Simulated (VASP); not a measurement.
Here is a VASP 6.6.1 calculation.

INCAR

```
SYSTEM = Al3GaN4
  PREC = Accurate
  ENCUT = 600
  EDIFF = 1E-6
  ISMEAR = 0
  SIGMA = 0.02
  LREAL = .False.
  LASPH = .True.
  NELM = 100
  ALGO = Normal
  ISIF = 3
  LWAVE = .False.
  LCHARG = .False.
  GGA = PS
  IBRION = 2
  NSW = 70
  EDIFFG = -0.008
  PSTRESS = 100.0
```

Contents of KPOINTS:

```
Automatic mesh
0
Gamma
  6 6 6
  0 0 0
```

File POSCAR:

```
Al3GaN4
1.0
    4.3391207549      0.0000000000      0.0000000000
    0.0000000000      4.3391207549      0.0000000000
    0.0000000000      0.0000000000      4.3391207549
Al Ga N
3 1 4
Direct
    0.5000000000      0.5000000000      0.0000000000
    0.5000000000      0.0000000000      0.5000000000
    0.0000000000      0.5000000000      0.5000000000
    0.0000000000      0.0000000000      0.0000000000
    0.7446859999      0.7446859999      0.2553140001
    0.7446859999      0.2553140001      0.7446859999
    0.2553140001      0.7446859999      0.7446859999
    0.2553140001      0.2553140001      0.2553140001
```

Potentials or basis: VASP PAW PBE potentials, release 64 (Al, Ga_d, N).

Launch:

```console
$ cat potpaw_PBE.64/Al/POTCAR potpaw_PBE.64/Ga_d/POTCAR potpaw_PBE.64/N/POTCAR > POTCAR
$ mpirun -np 1 vasp_std > vasp.out
```

Problem. Predict the band gap on the k mesh.

Solution. 3.35 eV.

Forces on the atoms (eV/Å):
```
Al   0.000  0.000  0.000
Al   0.000  0.000  0.000
Al   0.000  0.000  0.000
Ga   0.000  0.000  0.000
N    0.004  0.004 -0.004
N    0.004 -0.004  0.004
N   -0.004  0.004  0.004
N   -0.004 -0.004 -0.004
```

Caveat: the relaxation stopped at its first step, so nothing moved; the cell is relaxed towards a set pressure, so the run minimises the enthalpy, not the energy; the PAW data sets were made with another functional, which shifts forces and pressure a little. A k mesh can miss the band edges.
